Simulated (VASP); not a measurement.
Input of a VASP 6.6.1 run:

INCAR

```
SYSTEM = C
PREC = Accurate ; ENCUT = 600
EDIFF = 1E-7 ; ISMEAR = 0
SIGMA = 0.1 ; LREAL = .False.
LASPH = .True. ; NELM = 120
ALGO = Normal ; ISIF = 3
LWAVE = .False. ; LCHARG = .False.
GGA = PS ; IVDW = 12
IBRION = 2 ; NSW = 100
EDIFFG = -0.005 ; GGA_COMPAT = .False.
NELMIN = 4
```

The input KPOINTS:

```
Automatic mesh
0
Gamma
  21 21 12
  0 0 0
```

Contents of POSCAR:

```
C
1.0
    2.4576582504      0.0000000000      0.0000000000
   -1.2288291252      2.1283944787      0.0000000000
    0.0000000000      0.0000000000      3.5294825081
C
2
Direct
    0.3333333333      0.6666666667      0.0000000000
    0.6666666667      0.3333333333      0.0000000000
```

Potentials or basis: VASP PAW PBE potentials, release 64 (C).

The run is started by

```bash
$ cat potpaw_PBE.64/C/POTCAR > POTCAR
$ mpirun -np 1 vasp_std > vasp.out
```

Estimate the space group after relaxing (to 0.05 Å).

P6/mmm (No. 191).

Predict the dispersion energy per atom.

-0.105 eV.

Predict the relaxed volume.

9.17 Å³/atom.

The path:
| step | energy change (eV) | largest force (eV/Å) | pressure (GPa) | volume (Å³) |
| --- | --- | --- | --- | --- |
| 1 | 0.0000 | 0.0000 | 0.31 | 18.46 |
| 2 | 0.0002 | 0.0000 | -1.10 | 18.51 |
| 3 | 0.0000 | 0.0000 | -0.13 | 18.48 |
| 4 | -0.0001 | 0.0000 | -0.11 | 18.46 |
| 5 | -0.0001 | 0.0000 | -0.08 | 18.42 |
| 6 | -0.0002 | 0.0000 | 0.01 | 18.34 |

Caveat: the PAW data sets were made with another functional, which shifts forces and pressure a little.
